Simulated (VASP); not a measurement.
AlN: relaxation of cell and atoms with PBEsol

Crystal: AlN.

```
CELL_PARAMETERS angstrom
0.00000 2.18884 2.18884
2.18884 0.00000 2.18884
2.18884 2.18884 0.00000
ATOMIC_POSITIONS crystal
Al 0.00000 0.00000 0.00000
N 0.75000 0.75000 0.75000
```

- Program: VASP 6.6.1
- Task: relaxation of cell and atoms
- Functional: PBEsol
- Potentials or basis: VASP PAW PBE potentials, release 64 (Al, N)
- Cutoff: 600 eV
- k mesh: 10 × 10 × 10
- Occupations: gaussian, width 0.01 eV
- Spin: no spin polarisation
- Target pressure: 7 GPa
- Dipole correction: no
- Further INCAR settings: ALGO = Normal; EDIFF = 1e-06; IBRION = 2; EDIFFG = -0.001; NSW = 80; ISIF = 3

* Relaxed volume: 10.14 Å³/atom
* Relaxed cell: a = 3.061 Å, b = 3.061 Å, c = 3.061 Å, α = 60.00°, β = 60.00°, γ = 60.00°
* Space group after relaxing (to 0.05 Å): F-43m (No. 216)
* Energy change on relaxing (the enthalpy is what falls): +7.1 meV/atom
* Ionic steps: 6
* Pressure after relaxing: 7.0 GPa
* Band gap on the k mesh: 3.20 eV, indirect (least direct gap 4.37 eV)

The path:
```tsv
step	energy change (eV)	largest force (eV/Å)	pressure (GPa)	volume (Å³)
1	0.0000	0.0000	-0.15	20.97
2	0.0633	0.0000	15.67	19.58
3	0.0141	0.0000	6.95	20.29
4	0.0147	0.0000	7.11	20.28
5	0.0139	0.0000	6.91	20.30
6	0.0142	0.0000	7.00	20.29
```

Final structure:
```
CELL_PARAMETERS angstrom
0.00000 2.16469 2.16469
2.16469 0.00000 2.16469
2.16469 2.16469 0.00000
ATOMIC_POSITIONS crystal
Al 0.00000 0.00000 0.00000
N 0.75000 0.75000 0.75000
```

Levels at points of the mesh, in eV from the valence-band top:
| k point | band 1 | band 2 | band 3 | band 4 | band 5 | band 6 | band 7 | band 8 |
| --- | --- | --- | --- | --- | --- | --- | --- | --- |
| (0.00, 0.00, 0.00) | -15.12 | 0.00 | 0.00 | 0.00 | 4.37 | 12.73 | 12.73 | 12.73 |
| (0.50, 0.00, 0.00) | -12.95 | -6.03 | -0.48 | -0.48 | 7.53 | 9.95 | 11.20 | 11.20 |
| (0.50, 0.50, 0.00) | -12.28 | -5.03 | -1.82 | -1.82 | 3.20 | 8.64 | 14.24 | 15.96 |

It took 18 s on 1 thread of Intel(R) Xeon(R) Platinum 8559C (Emerald Rapids), on a shared host, peak memory 0.15 GiB.

Caveat: the cell is relaxed towards a set pressure, so the enthalpy falls and the energy may rise; the PAW data sets were made with another functional, which shifts forces and pressure a little. A k mesh can miss the band edges.
